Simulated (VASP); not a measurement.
# InAs (F-43m) in VASP: a series of runs

Aim: see how the results for InAs move with the level of theory and the settings. Levels: PBEsol, LDA, RPBE, BLYP. Tasks: single point.

Program: VASP 6.6.1. These are calculated values, not measurements. Logs are shortened: lines on timing, memory, paths and dates and some standing lists are left out, and cuts for length are marked.

### Step 1. The cell of the first run

Symmetry: F-43m, No. 216, cubic system. The conventional cell has a = 6.170 Å, b = 6.170 Å, c = 6.170 Å, α = 90.00°, β = 90.00°, γ = 90.00°. In (site symmetry -43m) has 4 As at 2.67 Å within 3.5 Å. As (site symmetry -43m) has 4 In at 2.67 Å within 3.5 Å.

### Step 2. Single point, PBEsol (volume scaled by 1.04)

File INCAR:

```
  ALGO = Normal
  EDIFF = 1E-6
  ENCUT = 520
  GGA = PS
  ISIF = 2
  ISMEAR = 0
  LASPH = True
  LCHARG = False
  LREAL = False
  LWAVE = False
  NBANDS = 16
  NELM = 100
  PREC = Accurate
  SIGMA = 0.05
```

File KPOINTS:

```
k-points
0
Gamma
  6 6 6
```

File POSCAR:

```
InAs
1.0
    0.0000000000      3.0848973964      3.0848973964
    3.0848973964      0.0000000000      3.0848973964
    3.0848973964      3.0848973964      0.0000000000
In As
1 1
Direct
    0.0000000000      0.0000000000      0.0000000000
    0.7500000000      0.7500000000      0.7500000000
```

Potentials or basis: VASP PAW PBE potentials, release 64 (In_d, As).

Run with:

```console
$ cat potpaw_PBE.64/In_d/POTCAR potpaw_PBE.64/As/POTCAR > POTCAR
$ mpirun -np 1 vasp_std > vasp.out
```

OUTCAR:

```text
EDIFF = 1E-6
   ENCUT = 520
   GGA = PS
   ISIF = 2
   ISMEAR = 0
   LASPH = True
   LREAL = False
   NELM = 100
   PREC = Accurate

 ion  position               nearest neighbor table
   1  0.000  0.000  0.000-   2 2.67   2 2.67   2 2.67   2 2.67
   2  0.750  0.750  0.750-   1 2.67   1 2.67   1 2.67   1 2.67

  LATTYP: Found a face centered cubic cell.
 ALAT       =     6.1697947928

  Lattice vectors:

 A1 = (   0.0000000000,   3.0848973964,   3.0848973964)
 A2 = (   3.0848973964,   0.0000000000,   3.0848973964)
 A3 = (   3.0848973964,   3.0848973964,   0.0000000000)

Analysis of symmetry for initial positions (statically):
=====================================================================
 Subroutine PRICEL returns:
 Original cell was already a primitive cell.

 Routine SETGRP: Setting up the symmetry group for a
 face centered cubic supercell.

 Subroutine GETGRP returns: Found 24 space group operations
 (whereof 24 operations were pure point group operations)
 out of a pool of 48 trial point group operations.

The static configuration has the point symmetry T_d .

Analysis of symmetry for dynamics (positions and initial velocities):
=====================================================================
 Subroutine PRICEL returns:
 Original cell was already a primitive cell.

 Routine SETGRP: Setting up the symmetry group for a
 face centered cubic supercell.

 Subroutine GETGRP returns: Found 24 space group operations
 (whereof 24 operations were pure point group operations)
 out of a pool of 48 trial point group operations.

The dynamic configuration has the point symmetry T_d .

 Subroutine INISYM returns: Found 24 space group operations
 (whereof 24 operations are pure point group operations),
 and found     1 'primitive' translations

----------------------------------------------------------------------------------------

                                     Primitive cell

  volume of cell :      58.7154

  direct lattice vectors                    reciprocal lattice vectors
     0.000000000  3.084897396  3.084897396    -0.162079945  0.162079945  0.162079945
     3.084897396  0.000000000  3.084897396     0.162079945 -0.162079945  0.162079945
     3.084897396  3.084897396  0.000000000     0.162079945  0.162079945 -0.162079945

  length of vectors
     4.362703737  4.362703737  4.362703737     0.280730699  0.280730699  0.280730699

  position of ions in fractional coordinates (direct lattice)
     0.000000000  0.000000000  0.000000000
[... 68 lines left out ...]
   NELM   =    100;   NELMIN=  2; NELMDL= -5     # of ELM steps
   EDIFF  = 0.1E-05   stopping-criterion for ELM
   LREAL  =      F    real-space projection
   EDIFFG = 0.1E-04   stopping-criterion for IOM
   NSW    =      0    number of steps for IOM
   IBRION =     -1    ionic relax: 0-MD 1-quasi-New 2-CG
   NFREE  =      0    steps in history (QN), initial steepest desc. (CG)
   ISIF   =      2    stress and relaxation
   ISYM   =      2    0-nonsym 1-usesym 2-fastsym
   POTIM  = 0.5000    time-step for ionic-motion
   TEBEG  =    0.0;   TEEND  =   0.0 temperature during run
   PSTRESS=    0.0 pullay stress
   NELECT =      18.0000    total number of electrons
   NUPDOWN=      -1.0000    fix difference up-down
   EMIN   =  10.00;   EMAX   =-10.00  energy-range for DOS
   EFERMI =   0.00;   METHOD = LEGACY
   ISMEAR =     0;   SIGMA  =   0.05  broadening in eV -4-tet -1-fermi 0-gaus
   EFERMI_NEDOS =   21; number of points for ismear=-14 and -15
   IALGO  =     38    algorithm
   IMIX   =      4    mixing-type and parameters
     AMIX     =   0.40;   BMIX     =  1.00
     AMIX_MAG =   1.60;   BMIX_MAG =  1.00
  volume/ion in A,a.u.               =      29.36       198.12
  Fermi-wavevector in a.u.,A,eV,Ry     =   1.103862  2.085997 16.578865  1.218512
  Thomas-Fermi vector in A             =   2.240327
   LORBIT       =      0    0 simple, 1 ext, 2 COOP (PROOUT), +10 PAW based schemes
   GGA     = PS    functional components
   LHFCALC =     F    Hartree Fock is set to
   AEXX    =    0.0000 exact exchange contribution
   IVDW    =     0    specifies the selected vdW correction
   LEPSILON=     F    determine dielectric tensor
   LRPA    =     F    only Hartree local field effects (RPA)
 non-spin polarized calculation
 Gauss-broadening in eV      SIGMA  =   0.05
  energy-cutoff  :      520.00
  volume of cell :       58.72
 maximum number of plane-waves:      1596
   NGX = 17   NGY = 17   NGZ = 17

 number of electron      18.0000007 magnetization

 Free energy of the ion-electron system (eV)
  ---------------------------------------------------
  ext. energy  EPLUGINS =         0.00000000
  ---------------------------------------------------
  free energy    TOTEN  =        -8.45836916 eV

  energy without entropy =       -8.45801207  energy(sigma->0) =       -8.45819062

 E-fermi :   3.8071     XC(G=0):  -9.0204

 val. band max:        3.7918328281   @ k =   0.0000   0.0000   0.0000
 cond. band min:       4.5363554346   @ k =   0.5000   0.0000   0.0000
 fundamental gap:      0.7445226065
 Fermi energy:         3.8070612624

 k-point     1 :       0.0000    0.0000    0.0000
  band No.  band energies     occupation
      1     -10.4358      2.00000
      2     -10.4358      2.00000
      3     -10.4358      2.00000
      4     -10.3316      2.00000
      5     -10.3316      2.00000
      6      -7.7241      2.00000
[... 281 lines left out ...]
      3     -10.3737      2.00000
      4     -10.3493      2.00000
      5     -10.3203      2.00000
      6      -5.9060      2.00000
[... 8 lines left out ...]
     15      15.0363      0.00000
     16      15.2605      0.00000

------------------------ aborting loop because EDIFF is reached ----------------------------------------

  FORCE on cell =-STRESS in cart. coord.  units (eV):
  Direction    XX          YY          ZZ          XY          YZ          ZX
  --------------------------------------------------------------------------------------
  -------------------------------------------------------------------------------------
  Total       -0.7042156     -0.7042156     -0.7042156      0.0000000      0.0000000     -0.0000000
  in kB      -19.2160462    -19.2160462    -19.2160462      0.0000000      0.0000000     -0.0000000
  external PRESSURE =     -19.2160462 kB  Pullay stress =       0.0000000 kB

 VOLUME and BASIS-vectors are now :
 -----------------------------------------------------------------------------
  energy-cutoff  :      520.00
  volume of cell :       58.72
      direct lattice vectors                 reciprocal lattice vectors
     0.000000000  3.084897396  3.084897396    -0.162079945  0.162079945  0.162079945
     3.084897396  0.000000000  3.084897396     0.162079945 -0.162079945  0.162079945
     3.084897396  3.084897396  0.000000000     0.162079945  0.162079945 -0.162079945

 POSITION                                       TOTAL-FORCE (eV/Angst)
 -----------------------------------------------------------------------------------
      0.00000      0.00000      0.00000         0.000000      0.000000      0.000000
      4.62735      4.62735      4.62735        -0.000000     -0.000000     -0.000000
 -----------------------------------------------------------------------------------
    total drift:                                0.000000      0.000000     -0.000000

  FREE ENERGIE OF THE ION-ELECTRON SYSTEM (eV)
  ---------------------------------------------------
  free  energy   TOTEN  =        -8.4583691601 eV

  energy  without entropy=       -8.4580120714  energy(sigma->0) =       -8.45819062
```

It took 6.5 s on 1 thread of Intel Xeon 6975P-C, shared host; peak memory 0.18 GiB.

Results:

| Quantity | Value |
| --- | --- |
| Free energy | -8.4584 eV |
| Pressure | -1.9 GPa |
| Band gap on the k mesh | zero (filled and empty bands touch) |

Caveat: the cell differs from its parent crystal (volume scaled by 1.04); the PAW data sets were made with another functional, which shifts forces and pressure a little; spin-orbit coupling is left out, which moves the levels of the heavy elements.

### Step 3. Single point, LDA (volume scaled by 1.04)

File INCAR:

```
ALGO = Normal
EDIFF = 1E-7
ENCUT = 520
ISIF = 2
ISMEAR = 0
LASPH = True
LCHARG = False
LREAL = False
LWAVE = False
NBANDS = 16
NELM = 60
PREC = Accurate
SIGMA = 0.05
```

KPOINTS is that of step 2.

File POSCAR:

```
InAs
1.0
    0.0000000000      3.0538853490      3.0538853490
    3.0538853490      0.0000000000      3.0538853490
    3.0538853490      3.0538853490      0.0000000000
In As
1 1
Direct
    0.0000000000      0.0000000000      0.0000000000
    0.7500000000      0.7500000000      0.7500000000
```

Potentials or basis: VASP PAW LDA potentials, release 64 (In_d, As).

Run with:

```console
$ cat potpaw_LDA.64/In_d/POTCAR potpaw_LDA.64/As/POTCAR > POTCAR
$ mpirun -np 1 vasp_std > vasp.out
```

It took 5.3 s on 1 thread of Intel Xeon 6975P-C, shared host; peak memory 0.16 GiB.

It converged, with:

```
Free energy            : -8.9964 eV
Pressure               : -2.0 GPa
Band gap on the k mesh : zero (filled and empty bands touch)
```

Levels at points of the mesh, in eV from the Fermi level:
```
           k point  band 7  band 8  band 9  band 10  band 11  band 12
(0.00, 0.00, 0.00)   -0.57   -0.02   -0.02    -0.02     3.79     3.79
(0.50, 0.00, 0.00)   -5.71   -0.97   -0.97     0.72     4.57     4.57
(0.50, 0.50, 0.00)   -5.81   -2.26   -2.26     1.44     1.93     8.79
```

Caveat: the cell differs from its parent crystal (volume scaled by 1.04); spin-orbit coupling is left out, which moves the levels of the heavy elements.

### Step 4. Single point, RPBE

This run uses another cell than the first one, of 28.70 Å³/atom, 0.978 times its volume.

File INCAR:

```
SYSTEM = InAs
PREC     = Accurate       ! precision mode
ENCUT    = 520            ! plane-wave cutoff, eV
EDIFF    = 1E-7           ! SCF threshold, eV
ISMEAR   = 0              ! smearing method
SIGMA    = 0.05           ! smearing width, eV
LREAL    = .False.        ! projectors in reciprocal space
LASPH    = .True.         ! aspherical terms in the spheres
NELM     = 80             ! most SCF steps
ALGO     = Normal         ! electronic algorithm
ISIF     = 2              ! what is computed and relaxed
LWAVE    = .False.        ! write WAVECAR
LCHARG   = .False.        ! write CHGCAR
GGA      = RP             ! functional
NBANDS   = 16             ! bands
```

File KPOINTS:

```
regular mesh
0
Gamma
  6 6 6
  0 0 0
```

File POSCAR:

```
InAs
1.0
    0.0000000000      3.0618190954      3.0618190954
    3.0618190954      0.0000000000      3.0618190954
    3.0618190954      3.0618190954      0.0000000000
In As
1 1
Direct
    0.0000000000      0.0000000000      0.0000000000
    0.7500000000      0.7500000000      0.7500000000
```

Potentials or basis: VASP PAW PBE potentials, release 64 (In_d, As).

Run with:

```console
$ cat potpaw_PBE.64/In_d/POTCAR potpaw_PBE.64/As/POTCAR > POTCAR
$ mpirun -np 1 vasp_std > vasp.out
```

Wall time 8.1 s (1 thread of Intel Xeon 6975P-C, shared host); peak memory 0.18 GiB.

It converged, with:

| Item | Value |
| --- | --- |
| Free energy | -7.0009 eV |
| Pressure | 3.4 GPa |
| Band gap on the k mesh | zero (filled and empty bands touch) |

Levels at points of the mesh, in eV from the Fermi level:
| k point | band 6 | band 7 | band 8 | band 9 | band 10 | band 11 | band 12 | band 13 |
| --- | --- | --- | --- | --- | --- | --- | --- | --- |
| (0.00, 0.00, 0.00) | -11.60 | -0.28 | -0.02 | -0.02 | -0.02 | 3.91 | 3.91 | 3.91 |
| (0.50, 0.00, 0.00) | -10.25 | -5.54 | -0.94 | -0.94 | 0.96 | 4.68 | 4.68 | 6.96 |
| (0.50, 0.50, 0.00) | -9.74 | -5.65 | -2.20 | -2.20 | 1.71 | 2.12 | 9.06 | 9.06 |

Caveat: the PAW data sets were made with another functional, which shifts forces and pressure a little; spin-orbit coupling is left out, which moves the levels of the heavy elements.

### Step 5. Single point, RPBE (volume scaled by 0.96)

File INCAR:

```
ALGO = Normal ; EDIFF = 1E-7
ENCUT = 520 ; GGA = RP
ISIF = 2 ; ISMEAR = 0
LASPH = True ; LCHARG = False
LREAL = False ; LWAVE = False
NBANDS = 16 ; NELM = 80
PREC = Accurate ; SIGMA = 0.05
```

File KPOINTS:

```
k-points
0
Gamma
  6 6 6
```

File POSCAR:

```
InAs
1.0
    0.0000000000      3.0865175286      3.0865175286
    3.0865175286      0.0000000000      3.0865175286
    3.0865175286      3.0865175286      0.0000000000
In As
1 1
Direct
    0.0000000000      0.0000000000      0.0000000000
    0.7500000000      0.7500000000      0.7500000000
```

Run with:

```console
$ cat potpaw_PBE.64/In_d/POTCAR potpaw_PBE.64/As/POTCAR > POTCAR
$ mpirun -np 1 vasp_std > vasp.out
```

Wall time 8.7 s (1 thread of Intel Xeon 6975P-C, shared host); peak memory 0.18 GiB.

It converged, with:

* Free energy: -7.0245 eV
* Pressure: 2.0 GPa
* Band gap on the k mesh: zero (filled and empty bands touch)

Levels at points of the mesh, in eV from the Fermi level:
| k point | band 5 | band 6 | band 7 | band 8 | band 9 | band 10 | band 11 | band 12 | band 13 | band 14 |
| --- | --- | --- | --- | --- | --- | --- | --- | --- | --- | --- |
| (0.00, 0.00, 0.00) | -14.23 | -11.45 | -0.40 | -0.02 | -0.02 | -0.02 | 3.90 | 3.90 | 3.90 | 7.51 |
| (0.50, 0.00, 0.00) | -14.22 | -10.17 | -5.43 | -0.91 | -0.91 | 0.91 | 4.67 | 4.67 | 6.92 | 8.89 |
| (0.50, 0.50, 0.00) | -14.21 | -9.69 | -5.56 | -2.12 | -2.12 | 1.75 | 2.11 | 8.90 | 8.90 | 8.93 |

Caveat: the cell differs from its parent crystal (volume scaled by 0.96); the PAW data sets were made with another functional, which shifts forces and pressure a little; spin-orbit coupling is left out, which moves the levels of the heavy elements.

### Step 6. Single point, BLYP (volume scaled by 0.98)

File INCAR:

```
PREC = Accurate
ENCUT = 520
EDIFF = 1E-7
ISMEAR = 0
SIGMA = 0.05
LREAL = False
LASPH = True
NELM = 100
ALGO = Normal
ISIF = 2
LWAVE = False
LCHARG = True
GGA = B5
ALDAX = 1.0
AGGAX = 1.0
AGGAC = 1.0
ALDAC = 0.0
LELF = True
LVHAR = True
NBANDS = 16
```

File KPOINTS:

```
Automatic mesh
0
Gamma
  6 6 6
```

File POSCAR:

```
InAs
1.0
    0.0000000000      3.1370486871      3.1370486871
    3.1370486871      0.0000000000      3.1370486871
    3.1370486871      3.1370486871      0.0000000000
In As
1 1
Direct
    0.0000000000      0.0000000000      0.0000000000
    0.7500000000      0.7500000000      0.7500000000
```

Potentials or basis: VASP PAW PBE potentials, release 64 (In_d, As).

Run with:

```console
$ cat potpaw_PBE.64/In_d/POTCAR potpaw_PBE.64/As/POTCAR > POTCAR
$ mpirun -np 1 vasp_std > vasp.out
```

It took 24 s on 1 thread of Intel Xeon 6975P-C, shared host; peak memory 0.21 GiB.

Results (log left out):

- Free energy: -6.5158 eV
- Pressure: 0.9 GPa
- Band gap on the k mesh: zero (filled and empty bands touch)

Levels at points of the mesh, in eV from the Fermi level:
| k point | band 7 | band 8 | band 9 | band 10 | band 11 | band 12 |
| --- | --- | --- | --- | --- | --- | --- |
| (0.00, 0.00, 0.00) | -0.88 | -0.02 | -0.02 | -0.02 | 3.82 | 3.82 |
| (0.50, 0.00, 0.00) | -5.27 | -0.85 | -0.85 | 0.68 | 4.61 | 4.61 |
| (0.50, 0.50, 0.00) | -5.45 | -1.98 | -1.98 | 1.80 | 2.03 | 8.41 |

Caveat: the cell differs from its parent crystal (volume scaled by 0.98); the PAW data sets were made with another functional, which shifts forces and pressure a little; spin-orbit coupling is left out, which moves the levels of the heavy elements.

### Step 7. The runs side by side

| level | potentials or basis | cell | gap on the mesh (eV) | pressure (GPa) |
| --- | --- | --- | --- | --- |
| PBEsol | VASP PAW PBE potentials, release 64 (In_d, As) | a = 4.363 Å, angles 60.0°, 2 atoms | none | -1.9 |
| LDA | VASP PAW LDA potentials, release 64 (In_d, As) | a = 4.319 Å, angles 60.0°, 2 atoms | none | -2.0 |
| RPBE | VASP PAW PBE potentials, release 64 (In_d, As) | a = 4.330 Å, angles 60.0°, 2 atoms | none | 3.4 |
| RPBE | VASP PAW PBE potentials, release 64 (In_d, As) | a = 4.365 Å, angles 60.0°, 2 atoms | none | 2.0 |
| BLYP | VASP PAW PBE potentials, release 64 (In_d, As) | a = 4.436 Å, angles 60.0°, 2 atoms | none | 0.9 |

Alike in all rows: task single point; no spin polarisation; k mesh 6 × 6 × 6; cutoff (eV) 520; smearing gaussian 0.05 eV.

Caveats: spin-orbit coupling is left out, which moves the levels of the heavy elements; the PAW data sets were made with another functional, which shifts forces and pressure a little (some runs).

Absolute energies hang on the potentials; compare differences alone.
